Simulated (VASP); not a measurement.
Wanted: the native input for a VASP 6.6.1 run.

- Task: single point
- Functional: PBEsol
- Potentials or basis: VASP PAW PBE potentials, release 64 (Cu_sv_GW)
- Cutoff: 820 eV
- k mesh: 12 × 12 × 4
- Occupations: fermi-dirac, width 0.05 eV
- Spin: no spin polarisation
- Dipole correction: no
- Further INCAR settings: ALGO = Normal; EDIFF = 1e-06; NBANDS = 46

The structure of Cu lies in POSCAR:

```
Cu
1.0
    2.5803994521      0.0000000000      0.0000000000
   -1.2901997261      2.2346914775      0.0000000000
    0.0000000000      0.0000000000      8.4238525920
Cu
4
Direct
    0.6666666667      0.3333333333      0.7500000000
    0.0000000000      0.0000000000      0.5000000000
    0.3333333333      0.6666666667      0.2500000000
    0.0000000000      0.0000000000      0.0000000000
```

This isn't the form of Cu at room conditions, which is fcc.

These files were run (other wordings do the same):

INCAR

```
ALGO = Normal
EDIFF = 1E-6
ENCUT = 820
GGA = PS
GGA_COMPAT = False
ISIF = 2
ISMEAR = -1
LASPH = True
LCHARG = False
LREAL = False
LWAVE = False
NBANDS = 46
NELM = 120
PREC = Accurate
SIGMA = 0.05
```

KPOINTS

```
k-points
0
Gamma
  12 12 4
```

Potentials or basis: VASP PAW PBE potentials, release 64 (Cu_sv_GW).

Launch:

```sh
$ cat potpaw_PBE.64/Cu_sv_GW/POTCAR > POTCAR
$ mpirun -np 1 vasp_std > vasp.out
```

Results of the run:

```
Pressure               : -11.0 GPa
Band gap on the k mesh : zero (bands 38 and 39 overlap by 4.99 eV)
```

Caveat: the cell stands under tension; the PAW data sets were made with another functional, which shifts forces and pressure a little.

Wall time 4.1 min on 1 thread of Intel(R) Xeon(R) Platinum 8259CL CPU @ 2.50GHz (Skylake/Cascade Lake), on a shared host, peak memory 0.34 GiB.
